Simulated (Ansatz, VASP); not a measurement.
**Nb: VASP beside Ansatz**

Contents of POSCAR:

```
Nb
1.0
   -1.6639500000      1.6639500000      1.6639500000
    1.6639500000     -1.6639500000      1.6639500000
    1.6639500000      1.6639500000     -1.6639500000
Nb
1
Direct
    0.0000000000      0.0000000000      0.0000000000
```

Contents of INCAR.step1:

```
SYSTEM = Nb
PREC = Accurate
ENCUT = 520
ISMEAR = 0
SIGMA = 0.15
LREAL = .False.
LASPH = .True.
NELM = 80
NBANDS = 12
GGA = PE
ALGO = Normal
EDIFF = 1E-4
LWAVE = .True.
LCHARG = .False.
```

INCAR.step2

```
SYSTEM = Nb
PREC = Accurate
ENCUT = 520
EDIFF = 1E-6
ISMEAR = 0
SIGMA = 0.15
LREAL = .False.
LASPH = .True.
NELM = 80
ALGO = Normal
ISIF = 2
LWAVE = .False.
LCHARG = .True.
METAGGA = R2SCAN
LMIXTAU = .True.
LELF = .True.
LVHAR = .True.
NBANDS = 12
ISTART = 1
```

KPOINTS

```
regular mesh
0
Gamma
  22 22 22
  0 0 0
```

Input for Ansatz:

```yaml
crystal:
  lattice:
    - [-1.66395, 1.66395, 1.66395]
    - [1.66395, -1.66395, 1.66395]
    - [1.66395, 1.66395, -1.66395]
  atoms:
    - { symbol: Nb, position: [0.0, 0.0, 0.0] }
basis:
  ecutwfc: 500
kpoints:
  mp_grid: { grid: [22, 22, 22] }
hamiltonian:
  xc: r2scan
scf:
  occupations: { method: gaussian, width: 0.15 }
output:
  forces: true
  stress: true
  eigenvalues: true
```

Alike in both runs: task single point; functional r2SCAN; k mesh 22 × 22 × 22; occupations gaussian, width 0.15 eV; no spin polarisation.

|  | VASP | Ansatz |
| --- | --- | --- |
| version | VASP 6.6.1 | Ansatz 0.2.0 |
| potentials or method | VASP PAW PBE potentials, release 64 (Nb_sv), cutoff 520 eV | scalar-relativistic, plane waves, PAW |
| valence electrons in the cell | 13 | 13 |

```tsv
	VASP	Ansatz	Ansatz less VASP
gap on the k mesh at the Fermi level (eV)	none	none	-
pressure (GPa)	-3.9	-3.7	+0.16
```

VASP's potentials were made for PBE, not for r2SCAN. A gap of «none» marks a metal or a gap that the smearing closes.
